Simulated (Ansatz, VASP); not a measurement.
# Two plane-wave programs on Cu

```xyz
1
Lattice="-1.4274 1.4274 1.3746 1.4274 -1.4274 1.3746 1.4274 1.4274 -1.3746" Properties=species:S:1:pos:R:3 pbc="T T T"
Cu    0.0000    0.0000    0.0000
```

Alike in both runs: task single point; functional LDA; k mesh 22 × 22 × 22; occupations gaussian, width 0.15 eV; no spin polarisation.

```csv
,VASP,Ansatz
version,VASP 6.6.1,Ansatz 0.2.0
potentials or method,"VASP PAW LDA potentials, release 64 (Cu), cutoff 520 eV","scalar-relativistic, plane waves, PAW"
valence electrons in the cell,11,19
```

|  | VASP | Ansatz | Ansatz less VASP |
| --- | --- | --- | --- |
| gap on the k mesh at the Fermi level (eV) | none | none | - |
| pressure (GPa) | -3.1 | -4.4 | -1.28 |
| traceless stress, the component that is largest in VASP (GPa) | -0.35 | -0.33 | +0.026 |

Ansatz warns that its potentials were made for another functional, while VASP's fit it. LDA's correlation is that of Perdew and Zunger in VASP and of Perdew and Wang (1992) in Ansatz. A gap of «none» marks a metal or a gap that the smearing closes. VASP's potentials hold 11 valence electrons a cell and Ansatz's 19, so a difference there can come from the potentials and not from the codes.
